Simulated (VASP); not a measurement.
A run of VASP 6.6.1 is set up as follows.

File INCAR:

```
SYSTEM = Pt
PREC = Accurate
ENCUT = 520
EDIFF = 1E-7
ISMEAR = 0
SIGMA = 0.1
LREAL = .False.
LASPH = .True.
NELM = 60
ALGO = Fast
ISIF = 2
LWAVE = .False.
LCHARG = .False.
GGA = PE
NBANDS = 44
```

Contents of KPOINTS:

```
Automatic mesh
0
Gamma
  4 4 4
  0 0 0
```

The input POSCAR:

```
Pt
1.0
    5.1867645030      0.0000000000      0.0000000000
    0.0000000000      5.1867645030      0.0000000000
    0.0000000000      0.0000000000      5.1867645030
Pt
7
Direct
    0.5000000000      0.5000000000      0.0000000000
    0.0000000000      0.5000000000      0.5000000000
    0.5000000000      0.0000000000      0.5000000000
    0.5000000000      0.5000000000      0.5000000000
    0.5000000000      0.0000000000      0.0000000000
    0.0000000000      0.5000000000      0.0000000000
    0.0000000000      0.0000000000      0.5000000000
```

Potentials or basis: VASP PAW PBE potentials, release 64 (Pt).

Run with:

```bash
$ cat potpaw_PBE.64/Pt/POTCAR > POTCAR
$ mpirun -np 1 vasp_std > vasp.out
```

(1) Estimate the pressure.

(2) Predict the band gap on the k mesh.

Results:

(1) -0.6 GPa.

(2) zero (bands 35 and 36 overlap by 1.54 eV).

Caveat: spin-orbit coupling is left out, which moves the levels of the heavy elements.
